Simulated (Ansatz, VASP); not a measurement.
## As: VASP beside Ansatz

INCAR

```
PREC = Accurate
ENCUT = 520
EDIFF = 1E-6
ISMEAR = -1
SIGMA = 0.1
LREAL = F
LASPH = T
NELM = 100
ALGO = Normal
ISIF = 2
LWAVE = F
LCHARG = T
GGA = CA
LELF = T
LVHAR = T
NBANDS = 12
```

KPOINTS

```
regular mesh
0
Gamma
  14 14 8
```

Contents of POSCAR:

```
As
1.0
    2.9733257593      0.0000000000      0.0000000000
   -1.4866628796      2.5749756413      0.0000000000
    0.0000000000      0.0000000000      4.5349626371
As
2
Direct
    0.3333333333      0.6666666667      0.2500000000
    0.6666666667      0.3333333333      0.7500000000
```

Input for Ansatz:

```yaml
crystal:
  lattice:
    - [2.9733257593, 0.0, 0.0]
    - [-1.4866628796, 2.5749756413, 0.0]
    - [0.0, 0.0, 4.5349626371]
  atoms:
    - { symbol: As, position: [0.3333333333, 0.6666666667, 0.25] }
    - { symbol: As, position: [0.6666666667, 0.3333333333, 0.75] }
hamiltonian:
  xc: lda
  pseudopotentials:
    kind: paw
    azcp:
      As: "pseudopotentials/As.paw.azcp"
basis:
  ecutwfc: 420
  fft_grid_basis: typed
kpoints:
  mp_grid: { grid: [14, 14, 8], shift: [0, 0, 0] }
magnetization:
  spin_polarized: false
scf:
  occupations: { method: fermi_dirac, width: 0.1 }
  lower_state_search: "off"
output:
  stress: true
```

Alike in both runs: task single point; functional LDA; k mesh 14 × 14 × 8; occupations fermi-dirac, width 0.1 eV; no spin polarisation.

|  | VASP | Ansatz |
| --- | --- | --- |
| version | VASP 6.6.1 | Ansatz 0.2.0 |
| potentials or method | VASP PAW LDA potentials, release 64 (As), cutoff 520 eV | plane waves (420 eV) with PAW, scalar-relativistic |
| valence electrons in the cell | 10 | 30 |

|  | VASP | Ansatz | Ansatz less VASP |
| --- | --- | --- | --- |
| pressure (GPa) | 4.7 | 4.3 | -0.35 |
| traceless stress, the component that is largest in VASP (GPa) | -0.38 | -0.36 | +0.020 |

Ansatz warns that its potentials were made for another functional, while VASP's fit it. LDA's correlation is that of Perdew and Zunger in VASP and of Perdew and Wang (1992) in Ansatz. VASP's potentials hold 10 valence electrons a cell and Ansatz's 30, so a difference there can come from the potentials and not from the codes.
